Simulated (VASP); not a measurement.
# BP (Fm-3m) in VASP: further runs

The runs below take BP through single point, relaxation of cell and atoms, with PBEsol.

Program: VASP 6.6.1. These are calculated values, not measurements. Logs are shortened: lines on timing, memory, paths and dates and some standing lists are left out, and cuts for length are marked.

## 1. The cell of the first run

Symmetry: Fm-3m, No. 225, cubic system. The conventional cell has a = 4.279 Å, b = 4.279 Å, c = 4.279 Å, α = 90.00°, β = 90.00°, γ = 90.00°. Within 2.8 Å of B (site symmetry m-3m) lie 6 P at 2.14 Å. Within 2.8 Å of P (site symmetry m-3m) lie 6 B at 2.14 Å.

## 2. Single point, PBEsol

INCAR reads:

```
PREC = Accurate ; ENCUT = 520
EDIFF = 1E-6 ; ISMEAR = -1
SIGMA = 0.03 ; LREAL = False
LASPH = True ; NELM = 60
ALGO = Normal ; ISIF = 2
LWAVE = False ; LCHARG = True
GGA = PS ; LELF = True
LVHAR = True ; NBANDS = 11
```

KPOINTS reads:

```
regular mesh
0
Gamma
  8 8 8
```

POSCAR reads:

```
BP
1.0
    0.0000000000      2.1393422658      2.1393422658
    2.1393422658      0.0000000000      2.1393422658
    2.1393422658      2.1393422658      0.0000000000
B P
1 1
Direct
    0.0000000000      0.0000000000      0.0000000000
    0.5000000000      0.5000000000      0.5000000000
```

Potentials or basis: VASP PAW PBE potentials, release 64 (B, P).

Launch:

```sh
cat potpaw_PBE.64/B/POTCAR potpaw_PBE.64/P/POTCAR > POTCAR
mpirun -np 1 vasp_std > vasp.out
```

OUTCAR:

```text
PREC = Accurate
   ENCUT = 520
   EDIFF = 1E-6
   ISMEAR = -1
   LREAL = False
   LASPH = True
   NELM = 60
   ISIF = 2
   GGA = PS

 ion  position               nearest neighbor table
   1  0.000  0.000  0.000-   2 2.14   2 2.14   2 2.14   2 2.14   2 2.14   2 2.14
   2  0.500  0.500  0.500-   1 2.14   1 2.14   1 2.14   1 2.14   1 2.14   1 2.14

  LATTYP: Found a face centered cubic cell.
 ALAT       =     4.2786845316

  Lattice vectors:

 A1 = (   0.0000000000,   2.1393422658,   2.1393422658)
 A2 = (   2.1393422658,   0.0000000000,   2.1393422658)
 A3 = (   2.1393422658,   2.1393422658,   0.0000000000)

Analysis of symmetry for initial positions (statically):
=====================================================================
 Subroutine PRICEL returns:
 Original cell was already a primitive cell.

 Routine SETGRP: Setting up the symmetry group for a
 face centered cubic supercell.

 Subroutine GETGRP returns: Found 48 space group operations
 (whereof 48 operations were pure point group operations)
 out of a pool of 48 trial point group operations.

The static configuration has the point symmetry O_h .

Analysis of symmetry for dynamics (positions and initial velocities):
=====================================================================
 Subroutine PRICEL returns:
 Original cell was already a primitive cell.

 Routine SETGRP: Setting up the symmetry group for a
 face centered cubic supercell.

 Subroutine GETGRP returns: Found 48 space group operations
 (whereof 48 operations were pure point group operations)
 out of a pool of 48 trial point group operations.

The dynamic configuration has the point symmetry O_h .

 Subroutine INISYM returns: Found 48 space group operations
 (whereof 48 operations are pure point group operations),
 and found     1 'primitive' translations

----------------------------------------------------------------------------------------

                                     Primitive cell

  volume of cell :      19.5826

  direct lattice vectors                    reciprocal lattice vectors
     0.000000000  2.139342266  2.139342266    -0.233716693  0.233716693  0.233716693
     2.139342266  0.000000000  2.139342266     0.233716693 -0.233716693  0.233716693
     2.139342266  2.139342266  0.000000000     0.233716693  0.233716693 -0.233716693

  length of vectors
     3.025486847  3.025486847  3.025486847     0.404809187  0.404809187  0.404809187

[... 81 lines left out ...]
   LREAL  =      F    real-space projection
   EDIFFG = 0.1E-04   stopping-criterion for IOM
   NSW    =      0    number of steps for IOM
   IBRION =     -1    ionic relax: 0-MD 1-quasi-New 2-CG
   NFREE  =      0    steps in history (QN), initial steepest desc. (CG)
   ISIF   =      2    stress and relaxation
   ISYM   =      2    0-nonsym 1-usesym 2-fastsym
   POTIM  = 0.5000    time-step for ionic-motion
   TEBEG  =    0.0;   TEEND  =   0.0 temperature during run
   PSTRESS=    0.0 pullay stress
   NELECT =       8.0000    total number of electrons
   NUPDOWN=      -1.0000    fix difference up-down
   EMIN   =  10.00;   EMAX   =-10.00  energy-range for DOS
   EFERMI =   0.00;   METHOD = LEGACY
   ISMEAR =    -1;   SIGMA  =   0.03  broadening in eV -4-tet -1-fermi 0-gaus
   EFERMI_NEDOS =   21; number of points for ismear=-14 and -15
   IALGO  =     38    algorithm
   IMIX   =      4    mixing-type and parameters
     AMIX     =   0.40;   BMIX     =  1.00
     AMIX_MAG =   1.60;   BMIX_MAG =  1.00
  volume/ion in A,a.u.               =       9.79        66.08
  Fermi-wavevector in a.u.,A,eV,Ry     =   1.214734  2.295515 20.076470  1.475579
  Thomas-Fermi vector in A             =   2.350144
   LORBIT       =      0    0 simple, 1 ext, 2 COOP (PROOUT), +10 PAW based schemes
   GGA     = PS    functional components
   LHFCALC =     F    Hartree Fock is set to
   AEXX    =    0.0000 exact exchange contribution
   IVDW    =     0    specifies the selected vdW correction
   LEPSILON=     F    determine dielectric tensor
   LRPA    =     F    only Hartree local field effects (RPA)
 non-spin polarized calculation
  energy-cutoff  :      520.00
  volume of cell :       19.58
 maximum number of plane-waves:       544
 NGX is ok and might be reduce to    24
   NGX = 11   NGY = 11   NGZ = 11

 number of electron       8.0000001 magnetization

 Free energy of the ion-electron system (eV)
  ---------------------------------------------------
  ext. energy  EPLUGINS =         0.00000000
  ---------------------------------------------------
  free energy    TOTEN  =       -11.67983186 eV

  energy without entropy =      -11.67437158  energy(sigma->0) =      -11.67710172

 E-fermi :   9.9922     XC(G=0): -12.1332

 val. band max:        9.9814129617   @ k =   0.5000   0.2500   0.0000
 cond. band min:       9.9951569782   @ k =   0.1250   0.0000   0.0000
 fundamental gap:      0.0137440165
 Fermi energy:         9.9922311507

 k-point     1 :       0.0000    0.0000    0.0000
  band No.  band energies     occupation
      1      -7.1719      2.00000
      2      10.0966      0.05985
      3      10.0966      0.05985
      4      10.0966      0.05985
      5      17.1220      0.00000
      6      17.9344      0.00000
      7      17.9344      0.00000
      8      17.9344      0.00000
      9      18.8925      0.00000
     10      18.8925      0.00000
     11      18.8925      0.00000
[... 309 lines left out ...]
 k-point    24 :      -0.3750    0.2500    0.1250
  band No.  band energies     occupation
      1      -1.6980      2.00000
      2       0.0444      2.00000
      3       5.9890      2.00000
      4       6.4177      2.00000
      5      12.7003      0.00000
      6      13.6536      0.00000
      7      19.8868      0.00000
      8      20.1614      0.00000
      9      22.2283      0.00000
     10      22.5218      0.00000
     11      26.9126      0.00000

 [... further k-points ...]
[... 5 lines left out ...]
  --------------------------------------------------------------------------------------
  -------------------------------------------------------------------------------------
  Total        0.0216441      0.0216441      0.0216441      0.0000000      0.0000000     -0.0000000
  in kB        1.7708379      1.7708379      1.7708379      0.0000000      0.0000000     -0.0000000
  external PRESSURE =       1.7708379 kB  Pullay stress =       0.0000000 kB

 VOLUME and BASIS-vectors are now :
 -----------------------------------------------------------------------------
  energy-cutoff  :      520.00
  volume of cell :       19.58
      direct lattice vectors                 reciprocal lattice vectors
     0.000000000  2.139342266  2.139342266    -0.233716693  0.233716693  0.233716693
     2.139342266  0.000000000  2.139342266     0.233716693 -0.233716693  0.233716693
     2.139342266  2.139342266  0.000000000     0.233716693  0.233716693 -0.233716693

 POSITION                                       TOTAL-FORCE (eV/Angst)
 -----------------------------------------------------------------------------------
      0.00000      0.00000      0.00000        -0.000000     -0.000000     -0.000000
      2.13934      2.13934      2.13934         0.000000      0.000000      0.000000
 -----------------------------------------------------------------------------------
    total drift:                                0.000000     -0.000000     -0.000000

  FREE ENERGIE OF THE ION-ELECTRON SYSTEM (eV)
  ---------------------------------------------------
  free  energy   TOTEN  =       -11.6798318595 eV

  energy  without entropy=      -11.6743715789  energy(sigma->0) =      -11.67710172
```

OSZICAR:

```text
N       E                     dE             d eps       ncg     rms          rms(c)
DAV:   1     0.837349162024E+01    0.83735E+01   -0.40268E+03   638   0.665E+02
DAV:   2    -0.113405403038E+02   -0.19714E+02   -0.19004E+02   848   0.110E+02
DAV:   3    -0.119023522920E+02   -0.56181E+00   -0.55412E+00   771   0.151E+01
DAV:   4    -0.119040083606E+02   -0.16561E-02   -0.16558E-02   747   0.992E-01
DAV:   5    -0.119040124181E+02   -0.40575E-05   -0.40575E-05   811   0.464E-02    0.639E+00
DAV:   6    -0.116895560669E+02    0.21446E+00   -0.72674E-01   714   0.324E+00    0.344E+00
DAV:   7    -0.116812512066E+02    0.83049E-02   -0.55762E-02   756   0.127E+00    0.131E+00
DAV:   8    -0.116798412732E+02    0.14099E-02   -0.21321E-03   697   0.260E-01    0.175E-01
DAV:   9    -0.116798300334E+02    0.11240E-04   -0.11229E-04   742   0.639E-02    0.375E-02
DAV:  10    -0.116798320707E+02   -0.20373E-05   -0.66112E-06   752   0.167E-02    0.122E-02
DAV:  11    -0.116798318595E+02    0.21124E-06   -0.14992E-06   376   0.516E-03
   1 F= -.11679832E+02 E0= -.11677102E+02  d E =-.546028E-02
```

stdout:

```text
POSCAR found type information on POSCAR B P
 POSCAR found :  2 types and       2 ions
 scaLAPACK will be used
 -----------------------------------------------------------------------------
|                                                                             |
|                                                                             |
|     You enforced a specific xc type in the INCAR file but a different       |
|     I HOPE YOU KNOW WHAT YOU ARE DOING!                                     |
|                                                                             |
 -----------------------------------------------------------------------------

 LDA part: xc-table for (Slater+PW92), standard interpolation
 POSCAR, INCAR and KPOINTS ok, starting setup
 FFT: planning ... GRIDC
 FFT: planning ... GRID_SOFT
 FFT: planning ... GRID
 WAVECAR not read
 entering main loop
```

It took 5.2 s on 1 thread of AMD EPYC 7R13 (Zen 3), shared host; peak memory 0.1 GiB.

Results:

```yaml
Free_energy: -11.6798 eV
Pressure: 0.2 GPa
Band_gap_on_the_k_mesh: zero (band 4 reaches 11.36 eV, above the bottom of band 5 at 7.37 eV)
```

Caveat: the PAW data sets were made with another functional, which shifts forces and pressure a little.

## 3. Relaxation of cell and atoms, PBEsol

This run uses another cell than the first one, of 11.64 Å³/atom, 1.188 times its volume.

INCAR reads:

```
PREC     = Accurate       # precision mode
ENCUT    = 600            # plane-wave cutoff, eV
EDIFF    = 1E-6           # SCF threshold, eV
ISMEAR   = -1             # smearing method
SIGMA    = 0.03           # smearing width, eV
LREAL    = F              # projectors in reciprocal space
LASPH    = T              # aspherical terms in the spheres
NELM     = 100            # most SCF steps
ALGO     = Normal         # electronic algorithm
ISIF     = 3              # what is computed and relaxed
LWAVE    = F              # write WAVECAR
LCHARG   = F              # write CHGCAR
GGA      = PS             # functional
IBRION   = 2              # ionic algorithm
NSW      = 100            # ionic steps
EDIFFG   = -0.01          # ionic threshold
```

KPOINTS is that of step 2.

POSCAR reads:

```
BP
1.0
    0.0000000000      2.2660723800      2.2660723800
    2.2660723800      0.0000000000      2.2660723800
    2.2660723800      2.2660723800      0.0000000000
B P
1 1
Direct
    0.0000000000      0.0000000000      0.0000000000
    0.5000000000      0.5000000000      0.5000000000
```

Potentials or basis: VASP PAW PBE potentials, release 64 (B, P).

Launch:

```sh
cat potpaw_PBE.64/B/POTCAR potpaw_PBE.64/P/POTCAR > POTCAR
mpirun -np 1 vasp_std > vasp.out
```

Wall time 14 s (1 thread of AMD EPYC 7R13 (Zen 3), shared host); peak memory 0.12 GiB.

The run converged. Its results:

| Property | Result |
| --- | --- |
| Free energy | -11.6819 eV |
| Relaxed volume | 9.81 Å³/atom |
| Relaxed cell | a = 3.027 Å, b = 3.027 Å, c = 3.027 Å, α = 60.00°, β = 60.00°, γ = 60.00° |
| Space group after relaxing (to 0.05 Å) | Fm-3m (No. 225) |
| Energy gained by relaxing | 129.6 meV/atom |
| Ionic steps | 3 |
| Pressure after relaxing | -0.1 GPa |
| Band gap on the k mesh | zero (band 4 reaches 11.34 eV, above the bottom of band 5 at 7.35 eV) |

Step by step:
| step | energy change (eV) | largest force (eV/Å) | pressure (GPa) | volume (Å³) |
| --- | --- | --- | --- | --- |
| 1 | 0.0000 | 0.0000 | -19.47 | 23.27 |
| 2 | -0.2415 | 0.0000 | 7.53 | 18.83 |
| 3 | -0.2591 | 0.0000 | -0.07 | 19.61 |

Final structure:
```xyz
2
Lattice="0.0000 2.1404 2.1404 2.1404 0.0000 2.1404 2.1404 2.1404 0.0000" Properties=species:S:1:pos:R:3 pbc="T T T"
B     0.0000    0.0000    0.0000
P     2.1404    2.1404    2.1404
```

Levels at points of the mesh, in eV from the Fermi level:
| k point | band 2 | band 3 | band 4 | band 5 | band 6 | band 7 |
| --- | --- | --- | --- | --- | --- | --- |
| (0.00, 0.00, 0.00) | 0.10 | 0.10 | 0.10 | 7.11 | 7.94 | 7.94 |
| (0.50, 0.00, 0.00) | -10.76 | 0.68 | 0.68 | 1.28 | 1.28 | 5.29 |
| (0.50, 0.50, 0.00) | -9.23 | -4.29 | -4.29 | -2.62 | 2.46 | 12.42 |

Caveat: the volume moved by over 15 % at a fixed basis, so the end points are rough; the PAW data sets were made with another functional, which shifts forces and pressure a little.
